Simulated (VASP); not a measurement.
Input of a VASP 6.6.1 run:

Contents of INCAR:

```
SYSTEM = TiH5
PREC     = Accurate       ! precision mode
ENCUT    = 500            ! plane-wave cutoff, eV
EDIFF    = 1E-6           ! SCF threshold, eV
ISMEAR   = 0              ! smearing method
SIGMA    = 0.2            ! smearing width, eV
LREAL    = .False.        ! projectors in reciprocal space
LASPH    = .True.         ! aspherical terms in the spheres
NELM     = 120            ! most SCF steps
ALGO     = Normal         ! electronic algorithm
ISIF     = 2              ! what is computed and relaxed
LWAVE    = .False.        ! write WAVECAR
LCHARG   = .False.        ! write CHGCAR
GGA      = PE             ! functional
NBANDS   = 18             ! bands
GGA_COMPAT= .False.
```

File KPOINTS:

```
regular mesh
0
Gamma
  5 5 5
  0 0 0
```

File POSCAR:

```
TiH5
1.0
   -1.7241739282      2.7919619238      1.8044308246
    1.7241739282     -2.7919619238      1.8044308246
    1.7241739282      2.7919619238     -1.8044308246
Ti H
1 5
Direct
    0.0000000000      0.0000000000      0.0000000000
    0.7580160642      0.2580160642      0.5000000000
    0.2419839358      0.7419839358      0.5000000000
    0.6603095616      0.0000000000      0.6603095616
    0.3396904384      0.0000000000      0.3396904384
    0.5000000000      0.5000000000      0.0000000000
```

Potentials or basis: VASP PAW PBE potentials, release 64 (Ti_sv, H).

Run with:

```bash
$ cat potpaw_PBE.64/Ti_sv/POTCAR potpaw_PBE.64/H/POTCAR > POTCAR
$ mpirun -np 1 vasp_std > vasp.out
```

Question: What does it give for the pressure?

Answer: -0.2 GPa.

Question: Predict the band gap on the k mesh.

Answer: Zero (an odd number of electrons rules out a gap without spin polarisation).

Question: What does it give for the largest force?

Answer: 0.049 eV/Å.

Forces on the atoms (eV/Å):
```
Ti   0.000  0.000  0.000
H    0.000  0.000 -0.002
H    0.000  0.000  0.002
H    0.000 -0.049  0.000
H    0.000  0.049  0.000
H    0.000  0.000  0.000
```

Caveat: the k points lie up to 0.43 Å⁻¹ apart, too coarse for converged energies and pressures of a metal.
